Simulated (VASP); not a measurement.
Set up this calculation in VASP 6.6.1, as the native input.

```
Task                   : relaxation of cell and atoms
Functional             : PBEsol
Potentials or basis    : VASP PAW PBE potentials, release 64 (Zr_sv, B)
Cutoff                 : 600 eV
k mesh                 : 10 × 10 × 7
Occupations            : fermi-dirac, width 0.05 eV
Spin                   : no spin polarisation
Dipole correction      : no
Further INCAR settings : ALGO = Normal; EDIFF = 1e-06; IBRION = 2; EDIFFG = -0.01; NSW = 60; ISIF = 3
```

The structure of ZrB lies in POSCAR:

```
ZrB
1.0
    1.9614334600     -1.9857162700      0.0000000000
    1.9614334600      1.9857162700      0.0000000000
    0.0000000000      0.0000000000      4.0139456300
Zr B
1 1
Direct
    0.0000000000      0.0000000000      0.5000000000
    0.5000000000      0.5000000000      0.5000000000
```

These files were run (other wordings do the same):

INCAR

```
ALGO = Normal
EDIFF = 1E-6
EDIFFG = -0.01
ENCUT = 600
GGA = PS
IBRION = 2
ISIF = 3
ISMEAR = -1
LASPH = T
LCHARG = F
LREAL = F
LWAVE = F
NELM = 100
NSW = 60
PREC = Accurate
SIGMA = 0.05
```

KPOINTS

```
k-points
0
Gamma
  10 10 7
```

Potentials or basis: VASP PAW PBE potentials, release 64 (Zr_sv, B).

Run with:

```console
$ cat potpaw_PBE.64/Zr_sv/POTCAR potpaw_PBE.64/B/POTCAR > POTCAR
$ mpirun -np 1 vasp_std > vasp.out
```

Results of the run:

```json
{
 "Relaxed volume": "16.59 Å³/atom",
 "Relaxed cell": "a = 3.378 Å, b = 3.378 Å, c = 2.907 Å, α = 90.00°, β = 90.00°, γ = 90.01°",
 "Space group after relaxing (to 0.05 Å)": "P4/mmm (No. 123)",
 "Energy gained by relaxing": "1891.6 meV/atom",
 "Ionic steps": "24",
 "Pressure after relaxing": "0.0 GPa"
}
```

Caveat: the PAW data sets were made with another functional, which shifts forces and pressure a little.

Run time: 3.5 min on 1 thread of Intel(R) Xeon(R) 6975P-C (Granite Rapids), with other jobs on the host, peak memory 0.21 GiB.
